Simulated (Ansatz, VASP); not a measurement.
**One calculation of Cu, two programs**

The input INCAR:

```
SYSTEM = Cu
PREC = Accurate
ENCUT = 700
EDIFF = 1E-6
ISMEAR = -1
SIGMA = 0.05
LREAL = .FALSE.
LASPH = .TRUE.
NELM = 120
ALGO = Normal
ISIF = 2
LWAVE = .FALSE.
LCHARG = .FALSE.
GGA = PS
NBANDS = 46
GGA_COMPAT = .FALSE.
```

KPOINTS

```
regular mesh
0
G
  12 12 4
  0 0 0
```

POSCAR

```
Cu
1.0
    2.5307640267      0.0000000000      0.0000000000
   -1.2653820134      2.1917059381      0.0000000000
    0.0000000000      0.0000000000      8.2618150800
Cu
4
Direct
    0.6666666667      0.3333333333      0.7500000000
    0.0000000000      0.0000000000      0.5000000000
    0.3333333333      0.6666666667      0.2500000000
    0.0000000000      0.0000000000      0.0000000000
```

Contents of input.yaml:

```yaml
crystal:
  lattice:
    - [2.5307640267, 0.0, 0.0]
    - [-1.2653820134, 2.1917059381, 0.0]
    - [0.0, 0.0, 8.26181508]
  atoms:
    - { symbol: Cu, position: [0.6666666667, 0.3333333333, 0.75] }
    - { symbol: Cu, position: [0.0, 0.0, 0.5] }
    - { symbol: Cu, position: [0.3333333333, 0.6666666667, 0.25] }
    - { symbol: Cu, position: [0.0, 0.0, 0.0] }
hamiltonian:
  xc: pbesol
  pseudopotentials: { kind: paw }
kpoints:
  mp_grid: { grid: [12, 12, 4] }
  band_path:
    path:
      - [[0.0, 0.0, 0.0], [0.5, 0.0, 0.0], [0.3333333333, 0.3333333333, 0.0], [0.0, 0.0, 0.0], [0.0, 0.0, 0.5], [0.5, 0.0, 0.5], [0.3333333333, 0.3333333333, 0.5], [0.0, 0.0, 0.5]]
      - [[0.5, 0.0, 0.5], [0.5, 0.0, 0.0]]
      - [[0.3333333333, 0.3333333333, 0.0], [0.3333333333, 0.3333333333, 0.5]]
    npoints: 14
scf:
  occupations: { method: fermi_dirac, width: 0.05 }
  n_extra_bands: 10
output:
  forces: true
  stress: true
  eigenvalues: true
  fatbands: true
```

Alike in both runs: functional PBEsol; k mesh 12 × 12 × 4; occupations fermi-dirac, width 0.05 eV; no spin polarisation.

|  | VASP | Ansatz |
| --- | --- | --- |
| version | VASP 6.6.1 | Ansatz 0.2.0 |
| potentials or method | VASP PAW PBE potentials, release 64 (Cu_sv_GW) | Ansatz PAW |
| plane-wave cutoff (eV) | 700 | 420 |
| valence electrons in the cell | 76 | 76 |
| task | single point | band structure |

```csv
,VASP,Ansatz,Ansatz less VASP
gap on the k mesh at the Fermi level (eV),none,none,-
pressure (GPa),-6.5,-1.9,+4.67
"traceless stress, the component that is largest in VASP (GPa)",-0.31,-0.31,+0.003
```

VASP's potentials were made for PBE, not for PBEsol. A gap of «none» marks a metal or a gap that the smearing closes. One of these differences is far larger than is usual between the two programs; its cause wasn't traced.
